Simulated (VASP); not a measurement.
Input of a VASP 6.6.1 run:

INCAR

```
  ALGO = Normal
  EDIFF = 1E-7
  EDIFFG = -0.02
  ENCUT = 600
  GGA = PS
  IBRION = 2
  ISIF = 3
  ISMEAR = -1
  ISPIN = 2
  LASPH = T
  LCHARG = F
  LMAXMIX = 4
  LORBIT = 11
  LREAL = F
  LWAVE = F
  MAGMOM = 1 0
  NELM = 150
  NSW = 80
  PREC = Accurate
  PSTRESS = 100.0
  SIGMA = 0.05
```

Contents of KPOINTS:

```
k-points
0
Gamma
  11 11 11
```

Contents of POSCAR:

```
NiO
1.0
    0.0000000000      2.0859016414      2.0859016414
    2.0859016414      0.0000000000      2.0859016414
    2.0859016414      2.0859016414      0.0000000000
Ni O
1 1
Direct
    0.0000000000      0.0000000000      0.0000000000
    0.5000000000      0.5000000000      0.5000000000
```

Potentials or basis: VASP PAW PBE potentials, release 64 (Ni, O).

Command:

```bash
$ cat potpaw_PBE.64/Ni/POTCAR potpaw_PBE.64/O/POTCAR > POTCAR
$ mpirun -np 1 vasp_std > vasp.out
```

(1) Predict the site moments.

(2) Estimate the space group after relaxing (to 0.1 Å).

Results:

(1) Ni +0.32; O +0.04 μB.

(2) Fm-3m (No. 225).
